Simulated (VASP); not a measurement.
# Cu3Sb (Fm-3m) in VASP: single point with LDA

Aim: the single point of Cu3Sb with LDA.

Everything below comes from runs of VASP 6.6.1. Logs are shortened: lines on timing, memory, paths and dates and some standing lists are left out, and cuts for length are marked.

## (1) The cell of the first run

The structure is cubic, space group Fm-3m (No. 225). The conventional cell has a = 6.226 Å, b = 6.226 Å, c = 6.226 Å, α = 90.00°, β = 90.00°, γ = 90.00°. Within 3.6 Å of Cu (site symmetry m-3m) lie 8 Cu at 2.70 Å and 6 Sb at 3.11 Å. Within 3.6 Å of Cu (site symmetry -43m) lie 10 Cu at 2.70 to 3.11 Å and 4 Sb at 2.70 Å. Within 3.6 Å of Sb (site symmetry m-3m) lie 14 Cu at 2.70 to 3.11 Å.

## (2) Single point, LDA

File INCAR:

```
PREC = Accurate
ENCUT = 520
EDIFF = 1E-7
ISMEAR = 1
SIGMA = 0.1
LREAL = F
LASPH = T
NELM = 60
ALGO = Normal
ISIF = 2
LWAVE = F
LCHARG = F
GGA = CA
NBANDS = 27
```

File KPOINTS:

```
regular mesh
0
Gamma
  7 7 7
```

File POSCAR:

```
Cu3Sb
1.0
    0.0000000000      3.1129520000      3.1129520000
    3.1129520000      0.0000000000      3.1129520000
    3.1129520000      3.1129520000      0.0000000000
Cu Sb
3 1
Direct
    0.5000000000      0.5000000000      0.5000000000
    0.2500000000      0.2500000000      0.2500000000
    0.7500000000      0.7500000000      0.7500000000
    0.0000000000      0.0000000000      0.0000000000
```

Potentials or basis: VASP PAW LDA potentials, release 64 (Cu, Sb).

On the command line:

```console
$ cat potpaw_LDA.64/Cu/POTCAR potpaw_LDA.64/Sb/POTCAR > POTCAR
$ mpirun -np 1 vasp_std > vasp.out
```

OUTCAR:

```text
PREC = Accurate
   ENCUT = 520
   EDIFF = 1E-7
   ISMEAR = 1
   LREAL = F
   LASPH = T
   NELM = 60
   ISIF = 2
   GGA = CA

 ion  position               nearest neighbor table
   1  0.500  0.500  0.500-   2 2.70   2 2.70   2 2.70   2 2.70   3 2.70   3 2.70   3 2.70   3 2.70
                             4 3.11   4 3.11   4 3.11   4 3.11   4 3.11   4 3.11
   2  0.250  0.250  0.250-   4 2.70   4 2.70   4 2.70   1 2.70   4 2.70   1 2.70   1 2.70   1 2.70

   3  0.750  0.750  0.750-   1 2.70   1 2.70   1 2.70   1 2.70   4 2.70   4 2.70   4 2.70   4 2.70

   4  0.000  0.000  0.000-   3 2.70   3 2.70   3 2.70   2 2.70   3 2.70   2 2.70   2 2.70   2 2.70
                             1 3.11   1 3.11   1 3.11   1 3.11   1 3.11   1 3.11

  LATTYP: Found a face centered cubic cell.
 ALAT       =     6.2259040000

  Lattice vectors:

 A1 = (   0.0000000000,   3.1129520000,   3.1129520000)
 A2 = (   3.1129520000,   0.0000000000,   3.1129520000)
 A3 = (   3.1129520000,   3.1129520000,   0.0000000000)

Analysis of symmetry for initial positions (statically):
=====================================================================
 Subroutine PRICEL returns:
 Original cell was already a primitive cell.

 Routine SETGRP: Setting up the symmetry group for a
 face centered cubic supercell.

 Subroutine GETGRP returns: Found 48 space group operations
 (whereof 48 operations were pure point group operations)
 out of a pool of 48 trial point group operations.

The static configuration has the point symmetry O_h .

Analysis of symmetry for dynamics (positions and initial velocities):
=====================================================================
 Subroutine PRICEL returns:
 Original cell was already a primitive cell.

 Routine SETGRP: Setting up the symmetry group for a
 face centered cubic supercell.

 Subroutine GETGRP returns: Found 48 space group operations
 (whereof 48 operations were pure point group operations)
 out of a pool of 48 trial point group operations.

The dynamic configuration has the point symmetry O_h .

 Subroutine INISYM returns: Found 48 space group operations
 (whereof 48 operations are pure point group operations),
 and found     1 'primitive' translations

----------------------------------------------------------------------------------------

                                     Primitive cell

  volume of cell :      60.3319

  direct lattice vectors                    reciprocal lattice vectors
     0.000000000  3.112952000  3.112952000    -0.160619245  0.160619245  0.160619245
     3.112952000  0.000000000  3.112952000     0.160619245 -0.160619245  0.160619245
     3.112952000  3.112952000  0.000000000     0.160619245  0.160619245 -0.160619245

  length of vectors
     4.402378937  4.402378937  4.402378937     0.278200693  0.278200693  0.278200693

  position of ions in fractional coordinates (direct lattice)
     0.500000000  0.500000000  0.500000000
     0.250000000  0.250000000  0.250000000
     0.750000000  0.750000000  0.750000000
     0.000000000  0.000000000  0.000000000

  ion indices of the primitive-cell ions
   primitive index   ion index
                 1           1
                 2           2
                 3           3
                 4           4

----------------------------------------------------------------------------------------

 KPOINTS: regular mesh

Automatic generation of k-mesh.
 Grid dimensions read from file:
 generate k-points for:    7    7    7

 Generating k-lattice:

  Cartesian coordinates                     Fractional coordinates (reciprocal lattice)
    -0.022945606  0.022945606  0.022945606     0.142857143  0.000000000  0.000000000
     0.022945606 -0.022945606  0.022945606     0.000000000  0.142857143  0.000000000
     0.022945606  0.022945606 -0.022945606     0.000000000  0.000000000  0.142857143

  Length of vectors
     0.039742956  0.039742956  0.039742956

  Shift w.r.t. Gamma in fractional coordinates (k-lattice)
     0.000000000  0.000000000  0.000000000

 Subroutine IBZKPT returns following result:
 ===========================================

 Found     20 irreducible k-points:

 Following reciprocal coordinates:
            Coordinates               Weight
  0.000000  0.000000  0.000000      1.000000
  0.142857  0.000000  0.000000      8.000000
  0.285714  0.000000  0.000000      8.000000
  0.428571  0.000000  0.000000      8.000000
  0.142857  0.142857  0.000000      6.000000
  0.285714  0.142857  0.000000     24.000000
[... 12 lines left out ...]
 -0.428571  0.428571  0.142857     24.000000
 -0.285714  0.428571  0.142857     24.000000
   k-points           NKPTS =     20   k-points in BZ     NKDIM =     20   number of bands    NBANDS=     27
   number of dos      NEDOS =    301   number of ions     NIONS =      4
   total plane-waves  NPLWV =  46656
   dimension x,y,z NGX =    36 NGY =   36 NGZ =   36
   dimension x,y,z NGXF=    72 NGYF=   72 NGZF=   72
   ions per type =               3   1
   NGX,Y,Z   is equivalent  to a cutoff of  13.59, 13.59, 13.59 a.u.
   NGXF,Y,Z  is equivalent  to a cutoff of  27.19, 27.19, 27.19 a.u.
 SYSTEM =  unknown system
   PREC   = accura    normal or accurate (medium, high low for compatibility)
   ISTART =      0    job   : 0-new  1-cont  2-samecut
   ICHARG =      2    charge: 1-file 2-atom 10-const
   ISPIN  =      1    spin polarized calculation?
   LNONCOLLINEAR =      F non collinear calculations
   LSORBIT =      F    spin-orbit coupling
   LASPH  =      T    aspherical Exc in radial PAW
   ENCUT  =  520.0 eV  38.22 Ry    6.18 a.u.   8.19  8.19  8.19*2*pi/ulx,y,z
   NELM   =     60;   NELMIN=  2; NELMDL= -5     # of ELM steps
   EDIFF  = 0.1E-06   stopping-criterion for ELM
   LREAL  =      F    real-space projection
   EDIFFG = 0.1E-05   stopping-criterion for IOM
   NSW    =      0    number of steps for IOM
   IBRION =     -1    ionic relax: 0-MD 1-quasi-New 2-CG
   NFREE  =      0    steps in history (QN), initial steepest desc. (CG)
   ISIF   =      2    stress and relaxation
   ISYM   =      2    0-nonsym 1-usesym 2-fastsym
   POTIM  = 0.5000    time-step for ionic-motion
   TEBEG  =    0.0;   TEEND  =   0.0 temperature during run
   PSTRESS=    0.0 pullay stress
   NELECT =      38.0000    total number of electrons
   NUPDOWN=      -1.0000    fix difference up-down
   EMIN   =  10.00;   EMAX   =-10.00  energy-range for DOS
   EFERMI =   0.00;   METHOD = LEGACY
   ISMEAR =     1;   SIGMA  =   0.10  broadening in eV -4-tet -1-fermi 0-gaus
   EFERMI_NEDOS =   21; number of points for ismear=-14 and -15
   IALGO  =     38    algorithm
   IMIX   =      4    mixing-type and parameters
     AMIX     =   0.40;   BMIX     =  1.00
     AMIX_MAG =   1.60;   BMIX_MAG =  1.00
  volume/ion in A,a.u.               =      15.08       101.79
  Fermi-wavevector in a.u.,A,eV,Ry     =   1.403310  2.651871 26.793665  1.969279
  Thomas-Fermi vector in A             =   2.525985
   LORBIT       =      0    0 simple, 1 ext, 2 COOP (PROOUT), +10 PAW based schemes
   GGA     = CA    functional components
   LHFCALC =     F    Hartree Fock is set to
   AEXX    =    0.0000 exact exchange contribution
   IVDW    =     0    specifies the selected vdW correction
   LEPSILON=     F    determine dielectric tensor
   LRPA    =     F    only Hartree local field effects (RPA)
 non-spin polarized calculation
 Methfessel and Paxton  Order N= 1 SIGMA  =   0.10
  energy-cutoff  :      520.00
  volume of cell :       60.33
 maximum number of plane-waves:      1641
 NGX is ok and might be reduce to    36
   NGX = 17   NGY = 17   NGZ = 17

 number of electron      37.9999971 magnetization

 Free energy of the ion-electron system (eV)
  ---------------------------------------------------
  ext. energy  EPLUGINS =         0.00000000
  ---------------------------------------------------
  free energy    TOTEN  =       -18.01126358 eV

  energy without entropy =      -18.00917275  energy(sigma->0) =      -18.01056664

 E-fermi :   8.8342     XC(G=0): -12.1361

 val. band max:        8.8182836385   @ k =   0.2857   0.2857   0.0000
 cond. band min:       8.8730562935   @ k =   0.4286   0.0000   0.0000
 fundamental gap:      0.0547726549
 Fermi energy:         8.8342122541

 k-point     1 :       0.0000    0.0000    0.0000
  band No.  band energies     occupation
      1      -3.6966      2.00000
      2       3.8277      2.00000
      3       3.8277      2.00000
      4       3.8277      2.00000
      5       4.3841      2.00000
      6       4.3841      2.00000
[... 19 lines left out ...]
     26      13.4595      0.00000
     27      13.4595      0.00000

 k-point     2 :       0.1429    0.0000    0.0000
  band No.  band energies     occupation
      1      -3.4939      2.00000
      2       3.4499      2.00000
      3       3.8204      2.00000
      4       3.8204      2.00000
      5       4.4727      2.00000
      6       4.4727      2.00000
[... 19 lines left out ...]
     26      13.4012      0.00000
     27      14.7327      0.00000

 k-point     3 :       0.2857    0.0000    0.0000
  band No.  band energies     occupation
      1      -2.9353      2.00000
      2       2.3984      2.00000
      3       3.8269      2.00000
      4       3.8269      2.00000
      5       4.6585      2.00000
      6       4.6585      2.00000
[... 19 lines left out ...]
     26      14.4917      0.00000
     27      17.9392      0.00000

 k-point     4 :       0.4286    0.0000    0.0000
  band No.  band energies     occupation
      1      -2.2810      2.00000
      2       1.2898      2.00000
      3       3.8486      2.00000
      4       3.8486      2.00000
      5       4.7105      2.00000
      6       4.7986      2.00000
[... 19 lines left out ...]
     26      16.4452      0.00000
     27      18.4842      0.00000
[... 396 lines left out ...]
      4       3.8853      2.00000
      5       4.3823      2.00000
      6       4.8195      2.00000
[... 19 lines left out ...]
     26      16.8063      0.00000
     27      19.0128      0.00000

 k-point    19 :      -0.4286    0.4286    0.1429
  band No.  band energies     occupation
      1      -1.7809      2.00000
      2       1.8820      2.00000
      3       3.2746      2.00000
      4       3.6629      2.00000
      5       4.3743      2.00000
      6       4.7986      2.00000
[... 19 lines left out ...]
     26      18.5949      0.00000
     27      19.0395      0.00000

 k-point    20 :      -0.2857    0.4286    0.1429
  band No.  band energies     occupation
      1      -1.6817      2.00000
      2       2.2896      2.00000
      3       2.4030      2.00000
      4       3.6464      2.00000
      5       4.3320      2.00000
      6       4.8211      2.00000
[... 19 lines left out ...]
     26      18.1055      0.00000
     27      19.4989      0.00000

------------------------ aborting loop because EDIFF is reached ----------------------------------------

  FORCE on cell =-STRESS in cart. coord.  units (eV):
  Direction    XX          YY          ZZ          XY          YZ          ZX
  --------------------------------------------------------------------------------------
  -------------------------------------------------------------------------------------
  Total       -3.0125399     -3.0125399     -3.0125399      0.0000000     -0.0000000      0.0000000
  in kB      -80.0011303    -80.0011303    -80.0011303      0.0000000     -0.0000000      0.0000000
  external PRESSURE =     -80.0011303 kB  Pullay stress =       0.0000000 kB

 VOLUME and BASIS-vectors are now :
 -----------------------------------------------------------------------------
  energy-cutoff  :      520.00
  volume of cell :       60.33
      direct lattice vectors                 reciprocal lattice vectors
     0.000000000  3.112952000  3.112952000    -0.160619245  0.160619245  0.160619245
     3.112952000  0.000000000  3.112952000     0.160619245 -0.160619245  0.160619245
     3.112952000  3.112952000  0.000000000     0.160619245  0.160619245 -0.160619245

 POSITION                                       TOTAL-FORCE (eV/Angst)
 -----------------------------------------------------------------------------------
      3.11295      3.11295      3.11295        -0.000000     -0.000000     -0.000000
      1.55648      1.55648      1.55648        -0.000000     -0.000000     -0.000000
      4.66943      4.66943      4.66943         0.000000      0.000000      0.000000
      0.00000      0.00000      0.00000        -0.000000      0.000000     -0.000000
 -----------------------------------------------------------------------------------
    total drift:                                0.000000      0.000000      0.000000

  FREE ENERGIE OF THE ION-ELECTRON SYSTEM (eV)
  ---------------------------------------------------
  free  energy   TOTEN  =       -18.0112635796 eV

  energy  without entropy=      -18.0091727482  energy(sigma->0) =      -18.01056664
```

It took 77 s on 1 thread of Intel Xeon Platinum 8259CL at 2.50GHz (Skylake/Cascade Lake), shared host; peak memory 0.18 GiB.

What came out:

| Property | Result |
| --- | --- |
| Free energy | -18.0113 eV |
| Pressure | -8.0 GPa |
| Band gap on the k mesh | zero (band 19 reaches 9.45 eV, above the bottom of band 20 at 8.30 eV) |

Levels at points of the mesh, in eV from the Fermi level:
```tsv
k point	band 15	band 16	band 17	band 18	band 19	band 20	band 21	band 22	band 23	band 24
(0.00, 0.00, 0.00)	-2.74	-2.74	-0.96	0.62	0.62	0.62	2.69	2.69	2.69	3.37
```

Caveat: spin-orbit coupling is left out, which moves the levels of the heavy elements.
